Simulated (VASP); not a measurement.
# WS2 in VASP: notebook

WS2 is run at these levels: PBEsol+D3(BJ); tasks: single point.

Everything below comes from runs of VASP 6.6.1. Logs are shortened: lines on timing, memory, paths and dates and some standing lists are left out, and cuts for length are marked.

## (1) The cell of the first run

The cell holds a slab with vacuum, 3 atoms: a = 3.104 Å, b = 3.104 Å, c = 16.103 Å, α = 90.00°, β = 90.00°, γ = 120.00°.

## (2) Single point, PBEsol+D3(BJ) (strain -0.025 along x and y, -0.050 along z)

File INCAR:

```
SYSTEM = WS2
ALGO = Normal
EDIFF = 1E-6
ENCUT = 520
GGA = PS
ISIF = 2
ISMEAR = 0
IVDW = 12
LASPH = .True.
LCHARG = .True.
LELF = .True.
LREAL = .False.
LVHAR = .True.
LWAVE = .False.
NBANDS = 20
NELM = 80
PREC = Accurate
SIGMA = 0.05
```

File KPOINTS:

```
k-points
0
Gamma
  12 12 2
  0 0 0
```

File POSCAR:

```
WS2
1.0
    3.1039284463      0.0000000000      0.0000000000
   -1.5519642231      2.6880808860      0.0000000000
    0.0000000000      0.0000000000     16.1030489955
W S
1 2
Direct
    0.3333333333      0.6666666667      0.0000000000
    0.6666666667      0.3333333333      0.9079994900
    0.6666666667      0.3333333333      0.0920005100
```

Potentials or basis: VASP PAW PBE potentials, release 64 (W_sv, S).

Command:

```sh
> cat potpaw_PBE.64/W_sv/POTCAR potpaw_PBE.64/S/POTCAR > POTCAR
> mpirun -np 1 vasp_std > vasp.out
```

OUTCAR:

```text
SYSTEM = WS2
   EDIFF = 1E-6
   ENCUT = 520
   GGA = PS
   ISIF = 2
   ISMEAR = 0
   IVDW = 12
   LASPH = .True.
   LREAL = .False.
   NELM = 80
   PREC = Accurate
 IVDW          = 12

 ion  position               nearest neighbor table
   1  0.333  0.667  0.000-   2 2.33   3 2.33   2 2.33   3 2.33   2 2.33   3 2.33
   2  0.667  0.333  0.908-   1 2.33   1 2.33   1 2.33
   3  0.667  0.333  0.092-   1 2.33   1 2.33   1 2.33

  LATTYP: Found a hexagonal cell.
 ALAT       =     3.1039284463
 C/A-ratio  =     5.1879575429

  Lattice vectors:

 A1 = (   3.1039284463,   0.0000000000,   0.0000000000)
 A2 = (  -1.5519642231,   2.6880808860,   0.0000000000)
 A3 = (   0.0000000000,   0.0000000000,  16.1030489955)

Analysis of symmetry for initial positions (statically):
=====================================================================
 Subroutine PRICEL returns:
 Original cell was already a primitive cell.

 Routine SETGRP: Setting up the symmetry group for a
 hexagonal supercell.

 Subroutine GETGRP returns: Found 12 space group operations
 (whereof 12 operations were pure point group operations)
 out of a pool of 24 trial point group operations.

The static configuration has the point symmetry D_3h.

Analysis of symmetry for dynamics (positions and initial velocities):
=====================================================================
 Subroutine PRICEL returns:
 Original cell was already a primitive cell.

 Routine SETGRP: Setting up the symmetry group for a
 hexagonal supercell.

 Subroutine GETGRP returns: Found 12 space group operations
 (whereof 12 operations were pure point group operations)
 out of a pool of 24 trial point group operations.

The dynamic configuration has the point symmetry D_3h.

 Subroutine INISYM returns: Found 12 space group operations
 (whereof 12 operations are pure point group operations),
 and found     1 'primitive' translations

----------------------------------------------------------------------------------------

                                     Primitive cell

  volume of cell :     134.3576

  direct lattice vectors                    reciprocal lattice vectors
     3.103928446  0.000000000  0.000000000     0.322172375  0.186006308  0.000000000
    -1.551964223  2.688080886  0.000000000     0.000000000  0.372012615  0.000000000
     0.000000000  0.000000000 16.103048996     0.000000000  0.000000000  0.062100041

  length of vectors
     3.103928446  3.103928446 16.103048996     0.372012615  0.372012615  0.062100041

  position of ions in fractional coordinates (direct lattice)
     0.333333333  0.666666667  0.000000000
     0.666666667  0.333333333  0.907999490
     0.666666667  0.333333333  0.092000510

  ion indices of the primitive-cell ions
   primitive index   ion index
                 1           1
                 2           2
                 3           3

----------------------------------------------------------------------------------------

 KPOINTS: k-points

Automatic generation of k-mesh.
 Grid dimensions read from file:
 generate k-points for:   12   12    2

 Generating k-lattice:

  Cartesian coordinates                     Fractional coordinates (reciprocal lattice)
     0.026847698  0.015500526  0.000000000     0.083333333 -0.000000000  0.000000000
     0.000000000  0.031001051  0.000000000     0.000000000  0.083333333  0.000000000
     0.000000000  0.000000000  0.031050020     0.000000000  0.000000000  0.500000000

  Length of vectors
     0.031001051  0.031001051  0.031050020

  Shift w.r.t. Gamma in fractional coordinates (k-lattice)
     0.000000000  0.000000000  0.000000000

 Subroutine IBZKPT returns following result:
 ===========================================

 Found     38 irreducible k-points:

 Following reciprocal coordinates:
            Coordinates               Weight
  0.000000  0.000000  0.000000      1.000000
  0.083333  0.000000  0.000000      6.000000
  0.166667  0.000000  0.000000      6.000000
  0.250000  0.000000  0.000000      6.000000
  0.333333  0.000000  0.000000      6.000000
  0.416667  0.000000  0.000000      6.000000
[... 16 lines left out ...]
  0.250000  0.000000  0.500000      6.000000
  0.333333  0.000000  0.500000      6.000000
 [... further k-points ...]
   k-points           NKPTS =     38   k-points in BZ     NKDIM =     38   number of bands    NBANDS=     20
   number of dos      NEDOS =    301   number of ions     NIONS =      3
   total plane-waves  NPLWV =  69120
   dimension x,y,z NGX =    24 NGY =   24 NGZ =  120
   dimension x,y,z NGXF=    48 NGYF=   48 NGZF=  240
   ions per type =               1   2
   NGX,Y,Z   is equivalent  to a cutoff of  12.85, 12.85, 12.39 a.u.
   NGXF,Y,Z  is equivalent  to a cutoff of  25.71, 25.71, 24.78 a.u.
 SYSTEM =  WS2
   PREC   = accura    normal or accurate (medium, high low for compatibility)
   ISTART =      0    job   : 0-new  1-cont  2-samecut
   ICHARG =      2    charge: 1-file 2-atom 10-const
   ISPIN  =      1    spin polarized calculation?
   LNONCOLLINEAR =      F non collinear calculations
   LSORBIT =      F    spin-orbit coupling
   LASPH  =      T    aspherical Exc in radial PAW
   ENCUT  =  520.0 eV  38.22 Ry    6.18 a.u.   5.77  5.77 29.94*2*pi/ulx,y,z
   NELM   =     80;   NELMIN=  2; NELMDL= -5     # of ELM steps
   EDIFF  = 0.1E-05   stopping-criterion for ELM
   LREAL  =      F    real-space projection
   EDIFFG = 0.1E-04   stopping-criterion for IOM
   NSW    =      0    number of steps for IOM
   IBRION =     -1    ionic relax: 0-MD 1-quasi-New 2-CG
   NFREE  =      0    steps in history (QN), initial steepest desc. (CG)
   ISIF   =      2    stress and relaxation
   ISYM   =      2    0-nonsym 1-usesym 2-fastsym
   POTIM  = 0.5000    time-step for ionic-motion
   TEBEG  =    0.0;   TEEND  =   0.0 temperature during run
   PSTRESS=    0.0 pullay stress
   NELECT =      26.0000    total number of electrons
   NUPDOWN=      -1.0000    fix difference up-down
   EMIN   =  10.00;   EMAX   =-10.00  energy-range for DOS
   EFERMI =   0.00;   METHOD = LEGACY
   ISMEAR =     0;   SIGMA  =   0.05  broadening in eV -4-tet -1-fermi 0-gaus
   EFERMI_NEDOS =   21; number of points for ismear=-14 and -15
   IALGO  =     38    algorithm
   IMIX   =      4    mixing-type and parameters
     AMIX     =   0.40;   BMIX     =  1.00
     AMIX_MAG =   1.60;   BMIX_MAG =  1.00
  volume/ion in A,a.u.               =      44.79       302.23
  Fermi-wavevector in a.u.,A,eV,Ry     =   0.946917  1.789414 12.199688  0.896652
  Thomas-Fermi vector in A             =   2.074961
   LORBIT       =      0    0 simple, 1 ext, 2 COOP (PROOUT), +10 PAW based schemes
   GGA     = PS    functional components
   LHFCALC =     F    Hartree Fock is set to
   AEXX    =    0.0000 exact exchange contribution
   IVDW    =    12    specifies the selected vdW correction
   LEPSILON=     F    determine dielectric tensor
   LRPA    =     F    only Hartree local field effects (RPA)
 non-spin polarized calculation
 Gauss-broadening in eV      SIGMA  =   0.05
  energy-cutoff  :      520.00
  volume of cell :      134.36
 maximum number of plane-waves:      3652
 NGX is ok and might be reduce to    24
   NGX = 11   NGY = 11   NGZ = 59

 number of electron      25.9999998 magnetization

 Free energy of the ion-electron system (eV)
  ---------------------------------------------------
  ext. energy  EPLUGINS =         0.00000000
  ---------------------------------------------------
  free energy    TOTEN  =       -24.99585335 eV

  energy without entropy =      -24.99585335  energy(sigma->0) =      -24.99585335

 E-fermi :  -0.5002     XC(G=0):  -4.8204

 val. band max:       -0.7266484664   @ k =   0.0000   0.0000   0.5000
 cond. band min:       0.9165769896   @ k =   0.3333   0.3333   0.5000
 fundamental gap:      1.6432254560
 Fermi energy:        -0.5001631159

 k-point     1 :       0.0000    0.0000    0.0000
  band No.  band energies     occupation
      1     -74.5724      2.00000
      2     -38.9456      2.00000
      3     -38.7233      2.00000
      4     -38.7233      2.00000
      5     -16.2686      2.00000
      6     -14.1301      2.00000
[... 12 lines left out ...]
     19       4.8068      0.00000
     20       4.8187      0.00000

 k-point     2 :       0.0833    0.0000    0.0000
  band No.  band energies     occupation
      1     -74.5707      2.00000
      2     -38.9396      2.00000
      3     -38.7556      2.00000
      4     -38.7306      2.00000
      5     -16.1351      2.00000
      6     -14.0935      2.00000
[... 12 lines left out ...]
     19       4.9490      0.00000
     20       5.3358      0.00000

 k-point     3 :       0.1667    0.0000    0.0000
  band No.  band energies     occupation
      1     -74.5661      2.00000
      2     -38.9230      2.00000
      3     -38.8432      2.00000
      4     -38.7506      2.00000
      5     -15.7562      2.00000
      6     -13.9901      2.00000
[... 12 lines left out ...]
     19       5.3598      0.00000
     20       6.4185      0.00000

 k-point     4 :       0.2500    0.0000    0.0000
  band No.  band energies     occupation
      1     -74.5597      2.00000
      2     -38.9606      2.00000
      3     -38.9003      2.00000
      4     -38.7777      2.00000
      5     -15.1961      2.00000
      6     -13.8396      2.00000
[... 12 lines left out ...]
     19       5.9710      0.00000
     20       6.9116      0.00000

 k-point     5 :       0.3333    0.0000    0.0000
  band No.  band energies     occupation
      1     -74.5534      2.00000
      2     -39.0758      2.00000
      3     -38.8774      2.00000
      4     -38.8047      2.00000
      5     -14.5652      2.00000
      6     -13.6761      2.00000
[... 12 lines left out ...]
     19       6.5346      0.00000
     20       6.8471      0.00000
[... 353 lines left out ...]
      6     -14.0935      2.00000
[... 12 lines left out ...]
     19       4.8561      0.00000
     20       5.4156      0.00000

 k-point    22 :       0.1667    0.0000    0.5000
  band No.  band energies     occupation
      1     -74.5661      2.00000
      2     -38.9230      2.00000
      3     -38.8432      2.00000
      4     -38.7506      2.00000
      5     -15.7562      2.00000
      6     -13.9901      2.00000
[... 12 lines left out ...]
     19       5.3335      0.00000
     20       6.6578      0.00000

 k-point    23 :       0.2500    0.0000    0.5000
  band No.  band energies     occupation
      1     -74.5597      2.00000
      2     -38.9606      2.00000
      3     -38.9003      2.00000
      4     -38.7777      2.00000
      5     -15.1961      2.00000
      6     -13.8396      2.00000
[... 12 lines left out ...]
     19       5.8755      0.00000
     20       7.1801      0.00000

 k-point    24 :       0.3333    0.0000    0.5000
  band No.  band energies     occupation
      1     -74.5534      2.00000
      2     -39.0758      2.00000
      3     -38.8774      2.00000
      4     -38.8047      2.00000
      5     -14.5652      2.00000
      6     -13.6761      2.00000
[... 12 lines left out ...]
     19       6.4512      0.00000
     20       6.9733      0.00000

 [... further k-points ...]

------------------------ aborting loop because EDIFF is reached ----------------------------------------

 Edisp (eV)   -0.77949

 E8    (eV) :    -0.5235

  FORCE on cell =-STRESS in cart. coord.  units (eV):
  Direction    XX          YY          ZZ          XY          YZ          ZX
  --------------------------------------------------------------------------------------
  -------------------------------------------------------------------------------------
  Total       3.49563     3.49563     6.91576     0.00000     0.00000     0.00000
  in kB      41.68438    41.68438    82.46849     0.00000     0.00000     0.00000
  external pressure =       55.28 kB  Pullay stress =        0.00 kB

 VOLUME and BASIS-vectors are now :
 -----------------------------------------------------------------------------
  energy-cutoff  :      520.00
  volume of cell :      134.36
      direct lattice vectors                 reciprocal lattice vectors
     3.103928446  0.000000000  0.000000000     0.322172375  0.186006308  0.000000000
    -1.551964223  2.688080886  0.000000000     0.000000000  0.372012615  0.000000000
     0.000000000  0.000000000 16.103048996     0.000000000  0.000000000  0.062100041

 POSITION                                       TOTAL-FORCE (eV/Angst)
 -----------------------------------------------------------------------------------
     -0.00000      1.79205      0.00000        -0.000000      0.000000      0.000000
      1.55196      0.89603     14.62156        -0.000000     -0.000000     -2.349940
      1.55196      0.89603      1.48149         0.000000     -0.000000      2.349940
 -----------------------------------------------------------------------------------
    total drift:                               -0.000000      0.000000     -0.000000

  FREE ENERGIE OF THE ION-ELECTRON SYSTEM (eV)
  ---------------------------------------------------
  free  energy   TOTEN  =       -25.7753439025 eV

  energy  without entropy=      -25.7753439025  energy(sigma->0) =      -25.77534390
```

Wall time 52 s (1 thread of Intel Xeon 6975P-C (Granite Rapids), shared host); peak memory 0.29 GiB.

Results:

- Free energy: -25.7753 eV
- Largest force: 2.350 eV/Å
- Band gap on the k mesh: 1.64 eV, indirect (least direct gap 1.84 eV)
- Dispersion energy per atom: -0.260 eV

Forces on the atoms (eV/Å):
```
W    0.000  0.000  0.000
S    0.000  0.000 -2.350
S    0.000  0.000  2.350
```

Levels at points of the mesh, in eV from the valence-band top:
```csv
k point,band 9,band 10,band 11,band 12,band 13,band 14,band 15,band 16,band 17,band 18
"(0.00, 0.00, 0.00)",-3.52,-2.16,-2.04,-2.04,0.00,3.02,3.02,3.48,3.48,5.12
"(0.50, 0.00, 0.00)",-4.96,-4.00,-2.14,-1.48,-1.10,2.97,3.55,4.24,5.20,5.34
"(0.00, 0.00, 0.50)",-3.52,-2.16,-2.04,-2.04,0.00,3.02,3.02,3.48,3.48,5.25
"(0.50, 0.00, 0.50)",-4.96,-4.00,-2.14,-1.48,-1.10,2.97,3.55,4.24,5.20,5.34
```

Caveat: the cell differs from its parent crystal (strain -0.025 along x and y, -0.050 along z); the PAW data sets were made with another functional, which shifts forces and pressure a little; spin-orbit coupling is left out, which moves the levels of the heavy elements.

## (3) Single point, PBEsol+D3(BJ) (strain -0.050 along x and y, +0.025 along z)

File INCAR:

```
SYSTEM = WS2
PREC     = Accurate       ! precision mode
ENCUT    = 520            ! plane-wave cutoff, eV
EDIFF    = 1E-6           ! SCF threshold, eV
ISMEAR   = 0              ! smearing method
SIGMA    = 0.05           ! smearing width, eV
LREAL    = .FALSE.        ! projectors in reciprocal space
LASPH    = .TRUE.         ! aspherical terms in the spheres
NELM     = 60             ! most SCF steps
ALGO     = Normal         ! electronic algorithm
ISIF     = 2              ! what is computed and relaxed
LWAVE    = .FALSE.        ! write WAVECAR
LCHARG   = .FALSE.        ! write CHGCAR
GGA      = PS             ! functional
IVDW     = 12             ! dispersion correction
NBANDS   = 20             ! bands
```

File KPOINTS:

```
Automatic mesh
0
G
  12 12 2
  0 0 0
```

File POSCAR:

```
WS2
1.0
    3.0243405374      0.0000000000      0.0000000000
   -1.5121702687      2.6191557351      0.0000000000
    0.0000000000      0.0000000000     17.3743423372
W S
1 2
Direct
    0.3333333333      0.6666666667      0.0000000000
    0.6666666667      0.3333333333      0.9079994900
    0.6666666667      0.3333333333      0.0920005100
```

Potentials or basis: VASP PAW PBE potentials, release 64 (W_sv, S).

Command:

```sh
> cat potpaw_PBE.64/W_sv/POTCAR potpaw_PBE.64/S/POTCAR > POTCAR
> mpirun -np 1 vasp_std > vasp.out
```

It took 62 s on 1 thread of Intel Xeon 6975P-C (Granite Rapids), shared host; peak memory 0.32 GiB.

It converged, with:

| Quantity | Value |
| --- | --- |
| Free energy | -25.8873 eV |
| Largest force | 0.288 eV/Å |
| Band gap on the k mesh | 1.83 eV, indirect (least direct gap 2.55 eV) |
| Dispersion energy per atom | -0.269 eV |

Forces in eV/Å, atoms in the order of the input:
```
W    0.000  0.000  0.000
S    0.000  0.000 -0.288
S    0.000  0.000  0.288
```

Levels at points of the mesh, in eV from the valence-band top:
```tsv
k point	band 10	band 11	band 12	band 13	band 14	band 15	band 16	band 17
(0.00, 0.00, 0.00)	-2.64	-1.23	-1.23	-0.65	3.35	3.35	3.42	3.42
(0.50, 0.00, 0.00)	-3.36	-2.55	-1.07	-0.86	3.60	3.65	4.12	5.09
(0.00, 0.00, 0.50)	-2.64	-1.23	-1.23	-0.65	3.35	3.35	3.42	3.42
(0.50, 0.00, 0.50)	-3.36	-2.55	-1.07	-0.86	3.60	3.65	4.12	5.09
```

Caveat: the cell differs from its parent crystal (strain -0.050 along x and y, +0.025 along z); the PAW data sets were made with another functional, which shifts forces and pressure a little; spin-orbit coupling is left out, which moves the levels of the heavy elements.
